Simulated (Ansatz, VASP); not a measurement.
**One calculation of Sc7As, two programs**

```
CELL_PARAMETERS angstrom
3.45335 0.00000 0.00000
-1.72668 2.99069 0.00000
0.00000 0.00000 19.04113
ATOMIC_POSITIONS crystal
Sc 0.66667 0.33333 0.63601
Sc 0.00000 0.00000 0.50000
Sc 0.33333 0.66667 0.36399
Sc 0.66667 0.33333 0.91008
Sc 0.33333 0.66667 0.08992
Sc 0.66667 0.33333 0.23131
Sc 0.33333 0.66667 0.76869
As 0.00000 0.00000 0.00000
```

Alike in both runs: functional PBE; k mesh 12 × 12 × 2; occupations gaussian, width 0.1 eV; no spin polarisation.

Ansatz relaxed the structure, and its values are those at the end. VASP's run is a single point on that final structure, the one shown.

|  | VASP | Ansatz |
| --- | --- | --- |
| version | VASP 6.6.1 | Ansatz 0.2.0 |
| potentials or method | VASP PAW PBE potentials, release 64 (Sc_sv, As), cutoff 520 eV | scalar-relativistic, plane waves, PAW |
| valence electrons in the cell | 82 | 92 |

|  | VASP | Ansatz | Ansatz less VASP |
| --- | --- | --- | --- |
| gap on the k mesh at the Fermi level (eV) | none | none | - |
| pressure (GPa) | 0.1 | 0.0 | -0.11 |
| rms of the force components (eV/Å) | 0.012 | 0.001 | -0.0111 |

A gap of «none» marks a metal or a gap that the smearing closes. VASP's potentials hold 82 valence electrons a cell and Ansatz's 92, so a difference there can come from the potentials and not from the codes.
